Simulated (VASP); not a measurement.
Write the native input for VASP 6.6.1 that does the following.

```yaml
Task: single point
Functional: r2SCAN
Potentials_or_basis: VASP PAW PBE potentials, release 64 (In_d, P)
Cutoff: 550 eV
k_mesh: 8 × 8 × 8
Occupations: fermi-dirac, width 0.05 eV
Spin: no spin polarisation
Dipole_correction: no
Further_INCAR_settings: ALGO = Normal; EDIFF = 1e-06; NBANDS = 16
```

The system is InP.

```
In P
1.0
     0.00000    2.80527    2.80527
     2.80527    0.00000    2.80527
     2.80527    2.80527    0.00000
In P
1 1
Direct
  0.00000 0.00000 0.00000
  0.50000 0.50000 0.50000
```

The input as run:

POSCAR

```
InP
1.0
    0.0000000000      2.8052702047      2.8052702047
    2.8052702047      0.0000000000      2.8052702047
    2.8052702047      2.8052702047      0.0000000000
In P
1 1
Direct
    0.0000000000      0.0000000000      0.0000000000
    0.5000000000      0.5000000000      0.5000000000
```

INCAR.step1

```
PREC = Accurate ; ENCUT = 550
ISMEAR = -1 ; SIGMA = 0.05
LREAL = F ; LASPH = T
NELM = 120 ; NBANDS = 16
GGA = PE ; ALGO = Normal
EDIFF = 1E-5 ; LWAVE = T
LCHARG = F ; GGA_COMPAT = F
```

INCAR.step2

```
PREC = Accurate ; ENCUT = 550
EDIFF = 1E-6 ; ISMEAR = -1
SIGMA = 0.05 ; LREAL = F
LASPH = T ; NELM = 120
ALGO = Normal ; ISIF = 2
LWAVE = F ; LCHARG = T
METAGGA = R2SCAN ; LMIXTAU = T
LELF = T ; LVHAR = T
NBANDS = 16 ; ISTART = 1
GGA_COMPAT = F
```

KPOINTS

```
regular mesh
0
Gamma
  8 8 8
```

Potentials or basis: VASP PAW PBE potentials, release 64 (In_d, P).

Run with:

```bash
$ cat potpaw_PBE.64/In_d/POTCAR potpaw_PBE.64/P/POTCAR > POTCAR
$ cp INCAR.step1 INCAR
$ mpirun -np 1 vasp_std > vasp.out
$ cp INCAR.step2 INCAR
$ mpirun -np 1 vasp_std > vasp.out
```

Results of the run:

* Pressure: -4.7 GPa
* Band gap on the k mesh: zero (bands 9 and 10 overlap by 2.58 eV)

Caveat: the cell stands under tension; the PAW data sets were made with another functional, which shifts forces and pressure a little; spin-orbit coupling is left out, which moves the levels of the heavy elements.

Run time: 2.3 min on 1 thread of AMD EPYC 7R43 64-Core Processor (Zen 3), on a shared host, peak memory 0.15 GiB.
